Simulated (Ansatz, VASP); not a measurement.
**Lu2SiNF2: VASP beside Ansatz**

The input INCAR:

```
SYSTEM = Lu2SiNF2
PREC = Accurate ; ENCUT = 520
EDIFF = 1E-7 ; ISMEAR = 0
SIGMA = 0.1 ; LREAL = .False.
LASPH = .True. ; NELM = 100
ALGO = Normal ; ISIF = 2
LWAVE = .False. ; LCHARG = .False.
GGA = PE ; NBANDS = 85
```

The input KPOINTS:

```
regular mesh
0
Gamma
  6 6 2
  0 0 0
```

POSCAR

```
Lu2SiNF2
1.0
    3.4386469100      0.0000000000      0.0000000000
    0.0000000000      3.4386469100      0.0000000000
    0.0000000000      0.0000000000     14.6111148300
Lu Si N F
4 2 2 4
Direct
    0.0000000000      0.5000000000      0.7496970300
    0.5000000000      0.0000000000      0.9153540100
    0.0000000000      0.5000000000      0.0846459900
    0.5000000000      0.0000000000      0.2503029700
    0.0000000000      0.5000000000      0.4162989900
    0.5000000000      0.0000000000      0.5837010100
    0.5000000000      0.0000000000      0.4218850100
    0.0000000000      0.5000000000      0.5781149900
    0.5000000000      0.0000000000      0.7471590000
    0.0000000000      0.5000000000      0.9160569900
    0.5000000000      0.0000000000      0.0839430100
    0.0000000000      0.5000000000      0.2528410000
```

Input for Ansatz:

```yaml
crystal:
  lattice:
    - [3.43864691, 0.0, 0.0]
    - [0.0, 3.43864691, 0.0]
    - [0.0, 0.0, 14.61111483]
  atoms:
    - { symbol: Lu, position: [0.0, 0.5, 0.74969703] }
    - { symbol: Lu, position: [0.5, 0.0, 0.91535401] }
    - { symbol: Lu, position: [0.0, 0.5, 0.08464599] }
    - { symbol: Lu, position: [0.5, 0.0, 0.25030297] }
    - { symbol: Si, position: [0.0, 0.5, 0.41629899] }
    - { symbol: Si, position: [0.5, 0.0, 0.58370101] }
    - { symbol: "N", position: [0.5, 0.0, 0.42188501] }
    - { symbol: "N", position: [0.0, 0.5, 0.57811499] }
    - { symbol: F, position: [0.5, 0.0, 0.747159] }
    - { symbol: F, position: [0.0, 0.5, 0.91605699] }
    - { symbol: F, position: [0.5, 0.0, 0.08394301] }
    - { symbol: F, position: [0.0, 0.5, 0.252841] }
basis:
  ecutwfc: 420
kpoints:
  mp_grid: { grid: [6, 6, 2] }
hamiltonian:
  xc: pbe
scf:
  occupations: { method: gaussian, width: 0.1 }
  lower_state_search: "off"
output:
  forces: true
  stress: true
  eigenvalues: true
```

Change from the starting cell: species swapped into the LiNi2O2F type (P4/nmm, No. 129).

Alike in both runs: task single point; functional PBE; k mesh 6 × 6 × 2; occupations gaussian, width 0.1 eV; no spin polarisation.

|  | VASP | Ansatz |
| --- | --- | --- |
| version | VASP 6.6.1 | Ansatz 0.2.0 |
| potentials or method | VASP PAW PBE potentials, release 64 (Lu, Si, N, F), cutoff 520 eV | scalar-relativistic, plane waves, PAW |
| valence electrons in the cell | 146 | 146 |

Ansatz gave:

* gap on the k mesh at the Fermi level (eV): none
* pressure (GPa): -0.2
* traceless stress, the component that is largest in VASP (GPa): -2.38
* rms of the force components (eV/Å): 0.852

Problem. Which values does VASP return?

Solution. gap on the k mesh at the Fermi level (eV): none; pressure (GPa): 0.0; traceless stress, the component that is largest in VASP (GPa): -2.39; rms of the force components (eV/Å): 0.854.

Atom by atom the forces differ by 0.007 eV/Å (rms over components). A gap of «none» marks a metal or a gap that the smearing closes.

Neither program's run includes spin-orbit coupling.
